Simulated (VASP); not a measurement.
Here is a VASP 6.6.1 calculation.

INCAR

```
  ALGO = Normal
  EDIFF = 1E-6
  ENCUT = 750
  GGA = PE
  GGA_COMPAT = F
  ISIF = 2
  ISMEAR = 0
  LASPH = T
  LCHARG = F
  LREAL = F
  LWAVE = F
  NBANDS = 12
  NELM = 120
  PREC = Accurate
  SIGMA = 0.1
```

The input KPOINTS:

```
k-points
0
Gamma
  6 6 6
```

File POSCAR:

```
LiBr
1.0
    0.0000000000      2.7597062925      2.7597062925
    2.7597062925      0.0000000000      2.7597062925
    2.7597062925      2.7597062925      0.0000000000
Li Br
1 1
Direct
    0.0000000000      0.0000000000      0.0000000000
    0.5000000000      0.5000000000      0.5000000000
```

Potentials or basis: VASP PAW PBE potentials, release 64 (Li_sv, Br).

Launch:

```console
$ cat potpaw_PBE.64/Li_sv/POTCAR potpaw_PBE.64/Br/POTCAR > POTCAR
$ mpirun -np 1 vasp_std > vasp.out
```

What does it give for the pressure?

-0.2 GPa.

What does it give for the band gap on the k mesh?

4.90 eV.

Caveat: the cell differs from its parent crystal (Cl replaced by Br, lengths x 1.047, strained).
